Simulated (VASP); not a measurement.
Set up this calculation in VASP 6.6.1, as the native input.

| Item | Value |
| --- | --- |
| Task | single point |
| Functional | r2SCAN |
| Potentials or basis | VASP PAW PBE potentials, release 64 (Sr_sv, Ti_sv, O) |
| Cutoff | 520 eV |
| k mesh | 6 × 6 × 6 |
| Occupations | gaussian, width 0.01 eV |
| Spin | no spin polarisation |
| Dipole correction | no |
| Further INCAR settings | ALGO = Normal; EDIFF = 1e-06; NBANDS = 28 |

Crystal: SrTiO3.

```xyz
5
Lattice="3.9459 0.0000 0.0000 0.0000 3.9459 0.0000 0.0000 0.0000 3.8834" Properties=species:S:1:pos:R:3 pbc="T T T"
Sr    1.9730    1.9730    1.9417
Ti    0.0000    0.0000    0.0000
O     1.9730    0.0000    0.0000
O     0.0000    1.9730    0.0000
O     0.0000    0.0000    1.9417
```

This cell differs from its parent crystal: in-plane strain +0.01, then relaxed in part.

These files were run (other wordings do the same):

POSCAR

```
SrTiO3
1.0
    3.9459147271      0.0000000000      0.0000000000
    0.0000000000      3.9459147271      0.0000000000
    0.0000000000      0.0000000000      3.8834051868
Sr Ti O
1 1 3
Direct
    0.5000000000      0.5000000000      0.5000000000
    0.0000000000      0.0000000000      0.0000000000
    0.5000000000      0.0000000000      0.0000000000
    0.0000000000      0.5000000000      0.0000000000
    0.0000000000      0.0000000000      0.5000000000
```

INCAR.step1

```
SYSTEM = SrTiO3
ALGO = Normal
EDIFF = 1E-4
ENCUT = 520
GGA = PE
ISMEAR = 0
LASPH = .TRUE.
LCHARG = .FALSE.
LREAL = .FALSE.
LWAVE = .TRUE.
NBANDS = 28
NELM = 80
PREC = Accurate
SIGMA = 0.01
```

INCAR.step2

```
SYSTEM = SrTiO3
ALGO = Normal
EDIFF = 1E-6
ENCUT = 520
ISIF = 2
ISMEAR = 0
ISTART = 1
LASPH = .TRUE.
LCHARG = .TRUE.
LELF = .TRUE.
LMIXTAU = .TRUE.
LREAL = .FALSE.
LVHAR = .TRUE.
LWAVE = .FALSE.
METAGGA = R2SCAN
NBANDS = 28
NELM = 80
PREC = Accurate
SIGMA = 0.01
```

KPOINTS

```
k-points
0
G
  6 6 6
  0 0 0
```

Potentials or basis: VASP PAW PBE potentials, release 64 (Sr_sv, Ti_sv, O).

The run is started by

```bash
$ cat potpaw_PBE.64/Sr_sv/POTCAR potpaw_PBE.64/Ti_sv/POTCAR potpaw_PBE.64/O/POTCAR > POTCAR
$ cp INCAR.step1 INCAR
$ mpirun -np 1 vasp_std > vasp.out
$ cp INCAR.step2 INCAR
$ mpirun -np 1 vasp_std > vasp.out
```

Results of the run:

| Item | Value |
| --- | --- |
| Pressure | -1.6 GPa |
| Band gap on the k mesh | 2.21 eV (least direct gap 2.61 eV) |

Caveat: the cell differs from its parent crystal (in-plane strain +0.01, then relaxed in part); the PAW data sets were made with another functional, which shifts forces and pressure a little.

Wall time 120 s on 1 thread of Intel(R) Xeon(R) 6975P-C (Granite Rapids) (shared host), peak memory 0.21 GiB.
